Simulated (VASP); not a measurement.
Wanted: the native input for a VASP 6.6.1 run.

| Quantity | Value |
| --- | --- |
| Task | single point |
| Functional | PBEsol |
| Potentials or basis | VASP PAW PBE potentials, release 64 (Na_pv, Cl) |
| Cutoff | 520 eV |
| k mesh | 8 × 8 × 8 |
| Occupations | gaussian, width 0.01 eV |
| Spin | no spin polarisation |
| Dipole correction | no |
| Further INCAR settings | ALGO = Normal; EDIFF = 1e-06; NBANDS = 14 |

The structure of NaCl lies in POSCAR:

```
NaCl
1.0
    2.7729429712      2.7729429712      0.0000000000
   -2.7729429712      2.7729429712      0.0000000000
    0.0000000000      2.7729429712      2.8177582111
Na Cl
1 1
Direct
    0.0000000000      0.0000000000      0.0000000000
    0.5000000000      0.5000000000      0.0000000000
```

This cell differs from its parent crystal: in-plane strain -0.01.

The input as run:

INCAR

```
ALGO = Normal ; EDIFF = 1E-6
ENCUT = 520 ; GGA = PS
ISIF = 2 ; ISMEAR = 0
LASPH = True ; LCHARG = False
LREAL = False ; LWAVE = False
NBANDS = 14 ; NELM = 80
PREC = Accurate ; SIGMA = 0.01
```

KPOINTS

```
k-points
0
Gamma
  8 8 8
```

Potentials or basis: VASP PAW PBE potentials, release 64 (Na_pv, Cl).

Run with:

```console
$ cat potpaw_PBE.64/Na_pv/POTCAR potpaw_PBE.64/Cl/POTCAR > POTCAR
$ mpirun -np 1 vasp_std > vasp.out
```

It gave:

```json
{
  "Pressure": "0.4 GPa",
  "Band gap on the k mesh": "5.05 eV"
}
```

Caveat: the cell differs from its parent crystal (in-plane strain -0.01); the PAW data sets were made with another functional, which shifts forces and pressure a little.

Wall time 40 s on 1 thread of Intel Xeon 8259CL, with other jobs on the host, peak memory 0.18 GiB.
